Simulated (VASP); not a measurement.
Al, 6 atoms in the cell. The typed cell holds 6 atoms: a = 2.804 Å, b = 2.804 Å, c = 14.029 Å, α = 88.73°, β = 89.36°, γ = 60.00°.  This cell differs from its parent crystal: the part above a cut slid along it.

* Program: VASP 6.6.1
* Task: single point
* Functional: PBE
* Dispersion: D3(BJ)
* Potentials or basis: VASP PAW PBE potentials, release 64 (Al)
* Cutoff: 520 eV
* k mesh: 18 × 18 × 3
* Occupations: gaussian, width 0.15 eV
* Spin: no spin polarisation
* Dipole correction: no
* Further INCAR settings: ALGO = Fast; EDIFF = 1e-06; NBANDS = 18

Potentials or basis: VASP PAW PBE potentials, release 64 (Al).

The run is started by

```sh
$ cat potpaw_PBE.64/Al/POTCAR > POTCAR
$ mpirun -np 1 vasp_std > vasp.out
```

Hardware: 1 thread of Intel Xeon 8259CL, on a shared host.

How long does it take, and how much memory?

Wall time 16 min on 1 thread of Intel Xeon 8259CL, with other jobs on the host, peak memory 0.69 GiB. Counts: scf iterations 11, k points 488.
